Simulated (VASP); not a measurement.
# Ge (C2/m) in VASP: further runs

Ge is run at these levels: PBEsol; tasks: single point.

Everything below comes from runs of VASP 6.6.1. Logs are shortened: lines on timing, memory, paths and dates and some standing lists are left out, and cuts for length are marked.

## (1) The cell of the first run

The structure is monoclinic, space group C2/m (No. 12). The conventional cell has a = 2.831 Å, b = 5.507 Å, c = 2.876 Å, α = 90.00°, β = 96.62°, γ = 90.00°. Within 3.7 Å of Ge (site symmetry 2/m) lie 8 Ge at 2.83 to 3.10 Å.

## (2) Single point, PBEsol (strained)

INCAR

```
SYSTEM = Ge
PREC = Accurate ; ENCUT = 520
EDIFF = 1E-7 ; ISMEAR = 0
SIGMA = 0.1 ; LREAL = .False.
LASPH = .True. ; NELM = 100
ALGO = Normal ; ISIF = 2
LWAVE = .False. ; LCHARG = .False.
GGA = PS ; NBANDS = 13
```

KPOINTS

```
Automatic mesh
0
Gamma
  14 14 12
  0 0 0
```

POSCAR

```
Ge
1.0
    1.4128250118     -2.7534003356     -0.0838289400
    1.4128250118      2.7534003356     -0.0838289400
   -0.1618938600      0.0000000000      2.8715923417
Ge
1
Direct
    0.5000000000      0.5000000000      0.0000000000
```

Potentials or basis: VASP PAW PBE potentials, release 64 (Ge_d).

Started as:

```console
> cat potpaw_PBE.64/Ge_d/POTCAR > POTCAR
> mpirun -np 1 vasp_std > vasp.out
```

OUTCAR:

```text
SYSTEM = Ge
   PREC = Accurate
   ENCUT = 520
   EDIFF = 1E-7
   ISMEAR = 0
   LREAL = .False.
   LASPH = .True.
   NELM = 100
   ISIF = 2
   GGA = PS

 ion  position               nearest neighbor table
   1  0.500  0.500  0.000-

  LATTYP: Found a base centered monoclinic cell.
 ALAT       =     2.8306195825
 B/A-ratio  =     1.9454400391
 C/A-ratio  =     1.0160857867
 COS(beta)  =    -0.1153257182

  Lattice vectors:

 A1 = (   1.4128250118,  -2.7534003356,  -0.0838289400)
 A2 = (   1.4128250118,   2.7534003356,  -0.0838289400)
 A3 = (  -0.1618938600,   0.0000000000,   2.8715923417)

Analysis of symmetry for initial positions (statically):
=====================================================================
 Subroutine PRICEL returns:
 Original cell was already a primitive cell.

 Routine SETGRP: Setting up the symmetry group for a
 base centered monoclinic supercell.

 Subroutine GETGRP returns: Found  4 space group operations
 (whereof  4 operations were pure point group operations)
 out of a pool of  4 trial point group operations.

The static configuration has the point symmetry C_2h.

Analysis of symmetry for dynamics (positions and initial velocities):
=====================================================================
 Subroutine PRICEL returns:
 Original cell was already a primitive cell.

 Routine SETGRP: Setting up the symmetry group for a
 base centered monoclinic supercell.

 Subroutine GETGRP returns: Found  4 space group operations
 (whereof  4 operations were pure point group operations)
 out of a pool of  4 trial point group operations.

The dynamic configuration has the point symmetry C_2h.

 Subroutine INISYM returns: Found  4 space group operations
 (whereof  4 operations are pure point group operations),
 and found     1 'primitive' translations

----------------------------------------------------------------------------------------

                                     Primitive cell

  volume of cell :      22.2667

  direct lattice vectors                    reciprocal lattice vectors
     1.412825012 -2.753400336 -0.083828940     0.355088688 -0.181593644  0.020019094
     1.412825012  2.753400336 -0.083828940     0.355088688  0.181593644  0.020019094
    -0.161893860  0.000000000  2.871592342     0.020731848  0.000000000  0.349407659

  length of vectors
     3.095854521  3.095854521  2.876152325     0.399330680  0.399330680  0.350022174

  position of ions in fractional coordinates (direct lattice)
     0.500000000  0.500000000  0.000000000

  ion indices of the primitive-cell ions
[... 77 lines left out ...]
   NSW    =      0    number of steps for IOM
   IBRION =     -1    ionic relax: 0-MD 1-quasi-New 2-CG
   NFREE  =      0    steps in history (QN), initial steepest desc. (CG)
   ISIF   =      2    stress and relaxation
   ISYM   =      2    0-nonsym 1-usesym 2-fastsym
   POTIM  = 0.5000    time-step for ionic-motion
   TEBEG  =    0.0;   TEEND  =   0.0 temperature during run
   PSTRESS=    0.0 pullay stress
   NELECT =      14.0000    total number of electrons
   NUPDOWN=      -1.0000    fix difference up-down
   EMIN   =  10.00;   EMAX   =-10.00  energy-range for DOS
   EFERMI =   0.00;   METHOD = LEGACY
   ISMEAR =     0;   SIGMA  =   0.10  broadening in eV -4-tet -1-fermi 0-gaus
   EFERMI_NEDOS =   21; number of points for ismear=-14 and -15
   IALGO  =     38    algorithm
   IMIX   =      4    mixing-type and parameters
     AMIX     =   0.40;   BMIX     =  1.00
     AMIX_MAG =   1.60;   BMIX_MAG =  1.00
  volume/ion in A,a.u.               =      22.27       150.26
  Fermi-wavevector in a.u.,A,eV,Ry     =   1.402488  2.650318 26.762277  1.966972
  Thomas-Fermi vector in A             =   2.525244
   LORBIT       =      0    0 simple, 1 ext, 2 COOP (PROOUT), +10 PAW based schemes
   GGA     = PS    functional components
   LHFCALC =     F    Hartree Fock is set to
   AEXX    =    0.0000 exact exchange contribution
   IVDW    =     0    specifies the selected vdW correction
   LEPSILON=     F    determine dielectric tensor
   LRPA    =     F    only Hartree local field effects (RPA)
 non-spin polarized calculation
 Gauss-broadening in eV      SIGMA  =   0.10
  energy-cutoff  :      520.00
  volume of cell :       22.27
 maximum number of plane-waves:       612
   NGX = 11   NGY = 11   NGZ = 11

 number of electron      14.0000000 magnetization

 Free energy of the ion-electron system (eV)
  ---------------------------------------------------
  ext. energy  EPLUGINS =         0.00000000
  ---------------------------------------------------
  free energy    TOTEN  =        -4.57937982 eV

  energy without entropy =       -4.57588333  energy(sigma->0) =       -4.57763157

 E-fermi :   4.8264     XC(G=0): -10.5713

 val. band max:        4.8246938559   @ k =  -0.4286   0.0714   0.5000
 cond. band min:       4.8265467044   @ k =   0.2857   0.2857   0.5000
 fundamental gap:      0.0018528485
 Fermi energy:         4.8264498478

 k-point     1 :       0.0000    0.0000    0.0000
  band No.  band energies     occupation
      1     -19.7625      2.00000
      2     -19.7392      2.00000
      3     -19.6805      2.00000
      4     -19.6313      2.00000
      5     -19.6105      2.00000
      6      -7.0943      2.00000
      7      10.2446      0.00000
      8      10.8769      0.00000
      9      13.3831      0.00000
     10      14.1426      0.00000
     11      15.7715      0.00000
     12      19.1178      0.00000
     13      20.1602      0.00000
[... 354 lines left out ...]
  band No.  band energies     occupation
      1     -19.7318      2.00000
      2     -19.7040      2.00000
      3     -19.6564      2.00000
      4     -19.6380      2.00000
      5     -19.6171      2.00000
      6      -3.7007      2.00000
      7       2.6831      2.00000
      8       6.6101      0.00000
      9      12.5286      0.00000
     10      14.8561      0.00000
     11      17.9378      0.00000
     12      20.1371      0.00000
     13      21.1191      0.00000

 [... further k-points ...]
[... 5 lines left out ...]
  --------------------------------------------------------------------------------------
  -------------------------------------------------------------------------------------
  Total       -1.1057057     -1.2748715     -1.3175433      0.0000000      0.0000000      0.3120083
  in kB      -79.5600118    -91.7321766    -94.8025842      0.0000000      0.0000000     22.4502595
  external PRESSURE =     -88.6982575 kB  Pullay stress =       0.0000000 kB

 VOLUME and BASIS-vectors are now :
 -----------------------------------------------------------------------------
  energy-cutoff  :      520.00
  volume of cell :       22.27
      direct lattice vectors                 reciprocal lattice vectors
     1.412825012 -2.753400336 -0.083828940     0.355088688 -0.181593644  0.020019094
     1.412825012  2.753400336 -0.083828940     0.355088688  0.181593644  0.020019094
    -0.161893860  0.000000000  2.871592342     0.020731848  0.000000000  0.349407659

 POSITION                                       TOTAL-FORCE (eV/Angst)
 -----------------------------------------------------------------------------------
      1.41283      0.00000     -0.08383        -0.000000      0.000000      0.000000
 -----------------------------------------------------------------------------------
    total drift:                               -0.000000     -0.000000     -0.000000

  FREE ENERGIE OF THE ION-ELECTRON SYSTEM (eV)
  ---------------------------------------------------
  free  energy   TOTEN  =        -4.5793798227 eV

  energy  without entropy=       -4.5758833261  energy(sigma->0) =       -4.57763157
```

OSZICAR:

```text
N       E                     dE             d eps       ncg     rms          rms(c)
DAV:   1     0.646348595081E+02    0.64635E+02   -0.72112E+03 17610   0.281E+03
DAV:   2     0.173575786820E+01   -0.62899E+02   -0.60054E+02 17769   0.414E+02
DAV:   3    -0.449153755714E+01   -0.62273E+01   -0.61939E+01 19027   0.754E+01
DAV:   4    -0.459384648571E+01   -0.10231E+00   -0.10229E+00 19354   0.105E+01
DAV:   5    -0.459503969667E+01   -0.11932E-02   -0.11932E-02 19582   0.129E+00    0.106E+00
DAV:   6    -0.458321348337E+01    0.11826E-01   -0.12225E-02 21054   0.233E+00    0.574E-01
DAV:   7    -0.457955959058E+01    0.36539E-02   -0.64142E-03 20832   0.146E+00    0.815E-02
DAV:   8    -0.457937628709E+01    0.18330E-03   -0.69050E-04 20174   0.574E-01    0.240E-02
DAV:   9    -0.457937975101E+01   -0.34639E-05   -0.10584E-05 21782   0.406E-02    0.488E-03
DAV:  10    -0.457937982271E+01   -0.71701E-07   -0.25985E-07 19010   0.808E-03
   1 F= -.45793798E+01 E0= -.45776316E+01  d E =-.349650E-02
```

Run time: 39 s. Hardware: 1 thread of Intel Xeon 6975P-C (Granite Rapids), shared host; peak memory 0.27 GiB.

Results:

```yaml
Free_energy: -4.5794 eV
Pressure: -8.9 GPa
Band_gap_on_the_k_mesh: zero (band 7 reaches 10.32 eV, above the bottom of band 8 at 2.71 eV)
```

Caveat: the cell differs from its parent crystal (strained); the PAW data sets were made with another functional, which shifts forces and pressure a little.

## (3) Single point, PBEsol (strained)

INCAR

```
SYSTEM = Ge
PREC = Accurate
ENCUT = 520
EDIFF = 1E-6
ISMEAR = 0
SIGMA = 0.1
LREAL = .False.
LASPH = .True.
NELM = 80
ALGO = Fast
ISIF = 2
LWAVE = .False.
LCHARG = .False.
GGA = PS
NBANDS = 13
```

KPOINTS

```
regular mesh
0
Gamma
  14 14 14
  0 0 0
```

POSCAR

```
Ge
1.0
    1.5152360335     -2.7056288567      0.0378627379
    1.5152360335      2.7056288567      0.0378627379
    0.0731220601      0.0000000000      2.7214627689
Ge
1
Direct
    0.5000000000      0.5000000000      0.0000000000
```

Potentials or basis: VASP PAW PBE potentials, release 64 (Ge_d).

Started as:

```console
> cat potpaw_PBE.64/Ge_d/POTCAR > POTCAR
> mpirun -np 1 vasp_std > vasp.out
```

Run time: 4.2 min. Hardware: 1 thread of AMD EPYC 7R13, shared host; peak memory 0.26 GiB.

Results (log left out):

```
Free energy            : -4.5985 eV
Pressure               : -9.5 GPa
Band gap on the k mesh : zero (band 7 reaches 10.83 eV, above the bottom of band 8 at 2.54 eV)
```

Stress tensor (GPa, compression positive):
```
-10.74   0.00  -1.48
  0.00 -11.63   0.00
 -1.48   0.00  -6.08
```

Levels at points of the mesh, in eV from the Fermi level:
| k point | band 5 | band 6 | band 7 | band 8 | band 9 | band 10 |
| --- | --- | --- | --- | --- | --- | --- |
| (0.00, 0.00, 0.00) | -24.43 | -11.88 | 6.03 | 6.49 | 7.25 | 10.21 |
| (0.50, 0.00, 0.00) | -24.44 | -8.07 | -4.61 | 2.95 | 6.96 | 9.93 |
| (0.50, 0.50, 0.00) | -24.44 | -8.37 | -4.69 | 3.59 | 7.59 | 9.82 |
| (0.00, 0.00, 0.50) | -24.42 | -8.13 | -4.92 | 8.74 | 9.11 | 14.55 |
| (0.50, 0.00, 0.50) | -24.37 | -4.11 | -2.01 | -1.24 | 3.85 | 5.77 |
| (0.50, 0.50, 0.50) | -24.38 | -4.40 | -2.01 | -1.52 | 3.67 | 6.32 |

Caveat: the cell differs from its parent crystal (strained); the PAW data sets were made with another functional, which shifts forces and pressure a little.
